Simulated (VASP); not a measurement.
Input of a VASP 6.6.1 run:

The input INCAR:

```
PREC     = Accurate       # precision mode
ENCUT    = 520            # plane-wave cutoff, eV
EDIFF    = 1E-6           # SCF threshold, eV
ISMEAR   = 0              # smearing method
SIGMA    = 0.2            # smearing width, eV
LREAL    = False          # projectors in reciprocal space
LASPH    = True           # aspherical terms in the spheres
NELM     = 60             # most SCF steps
ALGO     = Fast           # electronic algorithm
ISIF     = 2              # what is computed and relaxed
LWAVE    = False          # write WAVECAR
LCHARG   = True           # write CHGCAR
GGA      = PE             # functional
LELF     = True           # ELF
LVHAR    = True         
NBANDS   = 24             # bands
```

KPOINTS

```
regular mesh
0
Gamma
  3 3 3
```

POSCAR

```
Mg5Te3
1.0
    6.0382034733      0.0000000000      0.0000000000
    0.0000000000      6.0382034733      0.0000000000
    0.0000000000      0.0000000000      6.0382034733
Mg Te
5 3
Direct
    0.0000000000      0.5000000000      0.5000000000
    0.5000000000      0.0000000000      0.5000000000
    0.5000000000      0.5000000000      0.0000000000
    0.0000000000      0.0000000000      0.0000000000
    0.5000000000      0.5000000000      0.5000000000
    0.5000000000      0.0000000000      0.0000000000
    0.0000000000      0.5000000000      0.0000000000
    0.0000000000      0.0000000000      0.5000000000
```

Potentials or basis: VASP PAW PBE potentials, release 64 (Mg, Te).

The run is started by

```console
$ cat potpaw_PBE.64/Mg/POTCAR potpaw_PBE.64/Te/POTCAR > POTCAR
$ mpirun -np 1 vasp_std > vasp.out
```

(1) Estimate the band gap on the k mesh.

(2) What does it give for the pressure?

Results:

(1) zero (band 14 reaches 4.34 eV, above the bottom of band 15 at 3.83 eV).

(2) -0.1 GPa.

Caveat: spin-orbit coupling is left out, which moves the levels of the heavy elements.
